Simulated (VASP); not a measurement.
A run of VASP 6.6.1:

Contents of INCAR:

```
SYSTEM = Si
ALGO     = Normal         ! electronic algorithm
EDIFF    = 1E-6           ! SCF threshold, eV
ENCUT    = 520            ! plane-wave cutoff, eV
GGA      = PE             ! functional
ISIF     = 2              ! what is computed and relaxed
ISMEAR   = 0              ! smearing method
LASPH    = .TRUE.         ! aspherical terms in the spheres
LCHARG   = .TRUE.         ! write CHGCAR
LELF     = .TRUE.         ! ELF
LREAL    = .FALSE.        ! projectors in reciprocal space
LVHAR    = .TRUE.       
LWAVE    = .FALSE.        ! write WAVECAR
NBANDS   = 16             ! bands
NELM     = 60             ! most SCF steps
PREC     = Accurate       ! precision mode
SIGMA    = 0.1            ! smearing width, eV
```

Contents of KPOINTS:

```
k-points
0
G
  12 12 10
  0 0 0
```

File POSCAR:

```
Si
1.0
    2.3939877461     -3.0936906780      0.0000000000
    2.3939877461      3.0936906780      0.0000000000
    0.0000000000      0.0000000000      4.7622822330
Si
4
Direct
    0.0587656282      0.9412343718      0.7500000000
    0.5587656282      0.4412343718      0.2500000000
    0.9412343718      0.0587656282      0.2500000000
    0.4412343718      0.5587656282      0.7500000000
```

Potentials or basis: VASP PAW PBE potentials, release 64 (Si).

Command:

```sh
$ cat potpaw_PBE.64/Si/POTCAR > POTCAR
$ mpirun -np 1 vasp_std > vasp.out
```

Hardware: 1 thread of Intel(R) Xeon(R) 6975P-C (Granite Rapids), on a shared host.

How long does it take, and how much memory?

It took 74 s on 1 thread of Intel(R) Xeon(R) 6975P-C (Granite Rapids), on a shared host, peak memory 0.31 GiB. Counts: scf iterations 11, k points 258.
